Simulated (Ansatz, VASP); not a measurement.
## Two plane-wave programs on KI

```xyz
2
Lattice="0.0000 4.0056 3.8881 4.0056 0.0000 3.8881 4.0056 4.0056 0.0000" Properties=species:S:1:pos:R:3 pbc="T T T"
K     0.0000    0.0000    0.0000
I     2.0028    2.0028    1.9440
```

Change from the starting cell: epitaxial_xy strain +1.0%.

Alike in both runs: task single point; functional PBE; k mesh 6 × 6 × 6; occupations fermi-dirac, width 0.02 eV; no spin polarisation.

|  | VASP | Ansatz |
| --- | --- | --- |
| version | VASP 6.6.1 | Ansatz 0.2.0 |
| potentials or method | VASP PAW PBE potentials, release 64 (K_sv, I) | plane waves, PAW |
| plane-wave cutoff (eV) | 520 | 420 |
| valence electrons in the cell | 16 | 26 |

|  | VASP | Ansatz | Ansatz less VASP |
| --- | --- | --- | --- |
| gap on the k mesh at the Fermi level (eV) | 3.92 | 3.92 | +0.003 |
| pressure (GPa) | 0.2 | 0.2 | -0.02 |

VASP's potentials hold 16 valence electrons a cell and Ansatz's 26, so a difference there can come from the potentials and not from the codes.

Spin-orbit coupling is off throughout.
